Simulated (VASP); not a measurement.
# Ti: relaxation of cell and atoms with PBE

The system is Ti.

```
Ti
1.0
    -1.64100    1.64100    1.64100
     1.64100   -1.64100    1.64100
     1.64100    1.64100   -1.64100
Ti
1
Cartesian
  0.0000 0.0000 0.0000
```

```json
{
 "Program": "VASP 6.6.1",
 "Task": "relaxation of cell and atoms",
 "Functional": "PBE",
 "Potentials or basis": "VASP PAW PBE potentials, release 64 (Ti_sv)",
 "Cutoff": "600 eV",
 "k mesh": "11 × 11 × 11",
 "Occupations": "fermi-dirac, width 0.05 eV",
 "Spin": "no spin polarisation",
 "Dipole correction": "no",
 "Further INCAR settings": "ALGO = Normal; EDIFF = 1e-07; IBRION = 2; EDIFFG = -0.01; NSW = 60; ISIF = 3"
}
```

The relaxed volume is 17.20 Å³/atom, the relaxed cell is a = 2.816 Å, b = 2.816 Å, c = 2.816 Å, α = 109.47°, β = 109.47°, γ = 109.47° and the space group after relaxing (to 0.05 Å) is Im-3m (No. 229). The energy gained by relaxing is 4.2 meV/atom, the ionic steps are 3 and the pressure after relaxing is 0.0 GPa. The band gap on the k mesh is zero (band 6 reaches 9.20 eV, above the bottom of band 7 at 7.59 eV).

The path:
| step | energy change (eV) | largest force (eV/Å) | pressure (GPa) | volume (Å³) |
| --- | --- | --- | --- | --- |
| 1 | 0.0000 | 0.0000 | -2.74 | 17.68 |
| 2 | -0.0026 | 0.0000 | 1.79 | 16.91 |
| 3 | -0.0042 | 0.0000 | -0.01 | 17.20 |

Final structure:
```
Ti
1.0
    -1.62610    1.62610    1.62610
     1.62610   -1.62610    1.62610
     1.62610    1.62610   -1.62610
Ti
1
Cartesian
  0.0000 0.0000 0.0000
```

Levels at points of the mesh, in eV from the Fermi level:
```csv
k point,band 2,band 3,band 4,band 5,band 6,band 7,band 8,band 9,band 10
"(0.00, 0.00, 0.00)",-32.34,-32.34,-32.34,-5.97,1.01,1.01,1.01,2.79,2.79
```

Run time: 12 s on 1 thread of Intel(R) Xeon(R) 6975P-C (Granite Rapids), on a shared host, peak memory 0.14 GiB.
